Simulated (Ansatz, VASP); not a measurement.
## Y: VASP beside Ansatz

```
Y
1.0
    -2.03592    2.03592    2.03592
     2.03592   -2.03592    2.03592
     2.03592    2.03592   -2.03592
Y
1
Direct
  0.00000 0.00000 0.00000
```

Alike in both runs: task single point; functional r2SCAN; k mesh 18 × 18 × 18; occupations fermi-dirac, width 0.05 eV; collinear spin.

|  | VASP | Ansatz |
| --- | --- | --- |
| version | VASP 6.6.1 | Ansatz 0.2.0 |
| potentials or method | VASP PAW PBE potentials, release 64 (Y_sv), cutoff 520 eV | plane waves (500 eV) with PAW, scalar-relativistic |
| valence electrons in the cell | 11 | 11 |

```csv
,VASP,Ansatz,Ansatz less VASP
net moment per atom (μB),0.00,0.49,+0.484
size of the moment on the site where the two differ most (μB),0.00,0.26,+0.254
```

The net moments are unlike, so the other rows may belong to different states. VASP's potentials were made for PBE, not for r2SCAN. Site moments also hang on the region over which each program counts them. Ansatz's warnings: stability check not made.
